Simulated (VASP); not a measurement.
A run of VASP 6.6.1 is set up as follows.

File INCAR:

```
PREC = Accurate
ENCUT = 520
EDIFF = 1E-8
ISMEAR = -1
SIGMA = 0.05
LREAL = False
LASPH = True
NELM = 100
ALGO = Normal
ISIF = 2
LWAVE = False
LCHARG = False
GGA = PE
IVDW = 12
LEFG = True
ISYM = 0
NBANDS = 16
```

The input KPOINTS:

```
Automatic mesh
0
Gamma
  12 12 12
  0.5 0.5 0.5
```

POSCAR

```
GaP
1.0
    0.0000000000      2.6336787588      2.4772489364
    2.6336787588      0.0000000000      2.4772489364
    2.6336787588      2.6336787588      0.0000000000
Ga P
1 1
Direct
    0.0000000000      0.0000000000      0.0000000000
    0.5000000000      0.5000000000      0.5000000000
```

Potentials or basis: VASP PAW PBE potentials, release 64 (Ga_d, P).

The run is started by

```bash
$ cat potpaw_PBE.64/Ga_d/POTCAR potpaw_PBE.64/P/POTCAR > POTCAR
$ mpirun -np 1 vasp_std > vasp.out
```

(1) What does it give for the dispersion energy per atom?

(2) Estimate the pressure.

Answers

(1) -0.373 eV.

(2) -2.9 GPa.

Caveat: three body term missing; the stress differs along the axes, from -6 to 2 GPa; without QUAD_EFG the Cq values of the log hold for a quadrupole moment of 1 mb, not for the nuclei.
